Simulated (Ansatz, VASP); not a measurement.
LaPSe4: VASP beside Ansatz

```
La P Se
1.0
     5.64625    0.00000    0.00000
    -2.82313    4.88980    0.00000
     0.00000    0.00000    4.92098
La P Se
1 1 4
Cartesian
  0.0000 0.0000 0.0000
  0.0000 3.2599 0.0000
  2.8231 1.6299 0.0000
  -1.3781 2.4642 2.4605
  1.3781 2.4642 2.4605
  0.0000 4.8512 2.4605
```

Change from the starting cell: species swapped into the CeCuPt4 type (P-6m2, No. 187).

Alike in both runs: functional PBE; k mesh 2 × 2 × 3; occupations gaussian, width 0.15 eV; no spin polarisation.

Ansatz relaxed the structure, and its values are those at the end. VASP's run is a single point on that final structure, the one shown.

|  | VASP | Ansatz |
| --- | --- | --- |
| version | VASP 6.6.1 | Ansatz 0.2.0 |
| potentials or method | VASP PAW PBE potentials, release 64 (La, P, Se), cutoff 500 eV | scalar-relativistic, plane waves, PAW |
| valence electrons in the cell | 40 | 80 |

```tsv
	VASP	Ansatz	Ansatz less VASP
gap on the k mesh at the Fermi level (eV)	none	none	-
pressure (GPa)	-0.1	-0.1	+0.02
```

A gap of «none» marks a metal or a gap that the smearing closes. VASP's potentials hold 40 valence electrons a cell and Ansatz's 80, so a difference there can come from the potentials and not from the codes.

The k mesh is coarse, so the values compare programs but aren't converged. Spin-orbit coupling is off throughout.
